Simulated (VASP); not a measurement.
Wanted: the native input for a VASP 6.6.1 run.

- Task: single point
- Functional: PBE
- Potentials or basis: VASP PAW PBE potentials, release 64 (Mg, Ga_d, C, N)
- Cutoff: 520 eV
- k mesh: 4 × 4 × 4
- Occupations: gaussian, width 0.1 eV
- Spin: no spin polarisation
- Dipole correction: no
- Further INCAR settings: ALGO = Normal; EDIFF = 1e-07; NBANDS = 36

The structure of MgGaC4N4 lies in POSCAR:

```
MgGaC4N4
1.0
    6.0330575200      0.0000000000      0.0000000000
    0.0000000000      6.0330575200      0.0000000000
    0.0000000000      0.0000000000      6.0330575200
Mg Ga C N
1 1 4 4
Direct
    0.0000000000      0.0000000000      0.0000000000
    0.5000000000      0.5000000000      0.5000000000
    0.2068536058      0.2068536058      0.2068536058
    0.2068536058      0.7931463942      0.7931463942
    0.7931463942      0.2068536058      0.7931463942
    0.7931463942      0.7931463942      0.2068536058
    0.3195619084      0.3195619084      0.3195619084
    0.3195619084      0.6804380916      0.6804380916
    0.6804380916      0.3195619084      0.6804380916
    0.6804380916      0.6804380916      0.3195619084
```

One way to write it, as run:

INCAR

```
PREC = Accurate
ENCUT = 520
EDIFF = 1E-7
ISMEAR = 0
SIGMA = 0.1
LREAL = F
LASPH = T
NELM = 100
ALGO = Normal
ISIF = 2
LWAVE = F
LCHARG = F
GGA = PE
NBANDS = 36
```

KPOINTS

```
Automatic mesh
0
Gamma
  4 4 4
```

Potentials or basis: VASP PAW PBE potentials, release 64 (Mg, Ga_d, C, N).

The run is started by

```bash
$ cat potpaw_PBE.64/Mg/POTCAR potpaw_PBE.64/Ga_d/POTCAR potpaw_PBE.64/C/POTCAR potpaw_PBE.64/N/POTCAR > POTCAR
$ mpirun -np 1 vasp_std > vasp.out
```

Results of the run:

The pressure is 0.5 GPa. The largest force is 0.392 eV/Å.

Run time: 91 s on 1 thread of Intel(R) Xeon(R) Platinum 8375C CPU @ 2.90GHz (Ice Lake) (shared host), peak memory 0.36 GiB.
